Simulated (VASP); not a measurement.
A run of VASP 6.6.1:

Contents of INCAR:

```
  PREC = Accurate
  ENCUT = 520
  EDIFF = 1E-6
  ISMEAR = -1
  SIGMA = 0.15
  LREAL = Auto
  LASPH = True
  NELM = 100
  ALGO = Normal
  ISIF = 2
  LWAVE = False
  LCHARG = False
  GGA = PE
  NBANDS = 86
```

Contents of KPOINTS:

```
regular mesh
0
Gamma
  2 2 1
```

The input POSCAR:

```
WC
1.0
    5.7920000000      0.0000000000      0.0000000000
   -2.8960000000      5.0160190000      0.0000000000
    0.0000000000      0.0000000000     16.2583500000
W C
8 8
Direct
    0.0000000000      0.0000000000      0.0615068565
    0.0044713113     -0.0207535099      0.2410576719
   -0.0000009470      0.4999981061      0.0615068565
    0.0083548036      0.4840093309      0.2446373710
    0.5000000000      0.0000000000      0.0615068565
    0.5269943938      0.0132774617      0.2477619193
    0.4999990530      0.4999981061      0.0615068565
    0.4778476239      0.4528292257      0.2465317821
    0.3517067757      0.1745806784      0.1400880163
    0.3199677848      0.1326151277      0.3157269957
    0.3152099323      0.6765524612      0.1399527012
    0.3843824778      0.6896903700      0.3120427350
    0.8443687364      0.1754778042      0.1514483327
    0.8482868874      0.1762353771      0.3180519548
    0.8350691710      0.6629560215      0.1414965233
    0.8206201276      0.6214888739      0.3096685703
```

Potentials or basis: VASP PAW PBE potentials, release 64 (W_sv, C).

Launch:

```console
$ cat potpaw_PBE.64/W_sv/POTCAR potpaw_PBE.64/C/POTCAR > POTCAR
$ mpirun -np 1 vasp_std > vasp.out
```

Hardware: 1 thread of Intel(R) Xeon(R) 6975P-C (Granite Rapids), with other jobs on the host.

**Question.** How long does it take, and how much memory?

**Answer.** It took 6.5 min on 1 thread of Intel(R) Xeon(R) 6975P-C (Granite Rapids) (shared host), peak memory 0.6 GiB. Counts: scf iterations 29, k points 4.
